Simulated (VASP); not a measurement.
TaSi3: single point with PBE

TaSi3:

```
Ta Si
1.0
     3.89131    0.00000    0.00000
     0.00000    3.89131    0.00000
     0.00000    0.00000    3.89131
Ta Si
1 3
Direct
  0.00000 0.00000 0.00000
  0.00000 0.50000 0.50000
  0.50000 0.00000 0.50000
  0.50000 0.50000 0.00000
```

| Quantity | Value |
| --- | --- |
| Program | VASP 6.6.1 |
| Task | single point |
| Functional | PBE |
| Potentials or basis | VASP PAW PBE potentials, release 64 (Ta_pv, Si) |
| Cutoff | 520 eV |
| k mesh | 12 × 12 × 12 |
| Occupations | gaussian, width 0.1 eV |
| Spin | no spin polarisation |

| Property | Result |
| --- | --- |
| Pressure | 0.0 GPa |

Levels at points of the mesh, in eV from the Fermi level:
```csv
k point,band 8,band 9,band 10,band 11,band 12,band 13,band 14,band 15
"(0.00, 0.00, 0.00)",-4.46,-4.46,-0.88,-0.88,-0.88,-0.56,2.35,2.35
"(0.50, 0.00, 0.00)",-4.46,-3.36,-1.26,-1.26,-0.43,-0.41,-0.15,2.50
"(0.50, 0.50, 0.00)",-3.55,-3.55,-1.23,-1.16,0.09,0.76,0.82,0.82
"(0.50, 0.50, 0.50)",-5.38,-5.38,-5.38,-1.53,1.11,1.11,3.14,3.14
```

Wall time 58 s on 1 thread of Intel(R) Xeon(R) Platinum 8259CL CPU @ 2.50GHz (Skylake/Cascade Lake), on a shared host, peak memory 0.23 GiB.

Caveat: spin-orbit coupling is left out, which moves the levels of the heavy elements.
